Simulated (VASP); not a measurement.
Set up this calculation in VASP 6.6.1, as the native input.

```yaml
Task: single point
Functional: PBE
Potentials_or_basis: VASP PAW PBE potentials, release 64 (Pt)
Cutoff: 520 eV
k_mesh: 18 × 18 × 10
Occupations: gaussian, width 0.15 eV
Spin: no spin polarisation
Dipole_correction: no
Further_INCAR_settings: ALGO = Normal; EDIFF = 1e-07; NBANDS = 17
```

The structure of Pt lies in POSCAR:

```
Pt
1.0
    2.5654000000      0.0000000000      0.0000000000
   -1.2827000000      2.2217015709      0.0000000000
    0.0000000000      0.0000000000      4.9009000000
Pt
2
Direct
    0.6666666667      0.3333333333      0.7500000000
    0.3333333333      0.6666666667      0.2500000000
```

One way to write it, as run:

INCAR

```
SYSTEM = Pt
  PREC = Accurate
  ENCUT = 520
  EDIFF = 1E-7
  ISMEAR = 0
  SIGMA = 0.15
  LREAL = .FALSE.
  LASPH = .TRUE.
  NELM = 60
  ALGO = Normal
  ISIF = 2
  LWAVE = .FALSE.
  LCHARG = .FALSE.
  GGA = PE
  NBANDS = 17
```

KPOINTS

```
Automatic mesh
0
G
  18 18 10
  0 0 0
```

Potentials or basis: VASP PAW PBE potentials, release 64 (Pt).

Command:

```sh
$ cat potpaw_PBE.64/Pt/POTCAR > POTCAR
$ mpirun -np 1 vasp_std > vasp.out
```

It gave:

The pressure is 48.8 GPa and the band gap on the k mesh is zero (band 10 reaches 13.86 eV, above the bottom of band 11 at 11.90 eV).

Caveat: spin-orbit coupling is left out, which moves the levels of the heavy elements.

Wall time 32 s on 1 thread of Intel(R) Xeon(R) 6975P-C (Granite Rapids), on a shared host, peak memory 0.21 GiB.
